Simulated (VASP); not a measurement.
Here is a VASP 6.6.1 calculation.

Contents of INCAR:

```
PREC = Accurate ; ENCUT = 520
EDIFF = 1E-6 ; ISMEAR = 0
SIGMA = 0.1 ; LREAL = False
LASPH = True ; NELM = 150
ALGO = Normal ; ISIF = 2
LWAVE = False ; LCHARG = False
ISPIN = 2 ; MAGMOM = 1 0 0 0 0
LORBIT = 11 ; LMAXMIX = 4
GGA = PE ; NBANDS = 46
```

KPOINTS

```
regular mesh
0
Gamma
  4 4 4
```

POSCAR

```
TiGe4
1.0
   -2.9543924145      2.9543924145      2.9543924145
    2.9543924145     -2.9543924145      2.9543924145
    2.9543924145      2.9543924145     -2.9543924145
Ti Ge
1 4
Direct
    0.0000000000      0.0000000000      0.0000000000
    0.5000000000      0.5000000000      0.5000000000
    0.5000000000      0.0000000000      0.0000000000
    0.0000000000      0.0000000000      0.5000000000
    0.0000000000      0.5000000000      0.0000000000
```

Potentials or basis: VASP PAW PBE potentials, release 64 (Ti_sv, Ge_d).

Run with:

```sh
$ cat potpaw_PBE.64/Ti_sv/POTCAR potpaw_PBE.64/Ge_d/POTCAR > POTCAR
$ mpirun -np 1 vasp_std > vasp.out
```

Question: Estimate the band gap on the k mesh.

Answer: Zero (filled and empty bands overlap).

Question: What does it give for the pressure?

Answer: -0.1 GPa.

Question: What does it give for the net moment?

Answer: 0.00 μB per cell.

Caveat: the k points lie up to 0.38 Å⁻¹ apart, too coarse for converged energies and pressures of a metal.
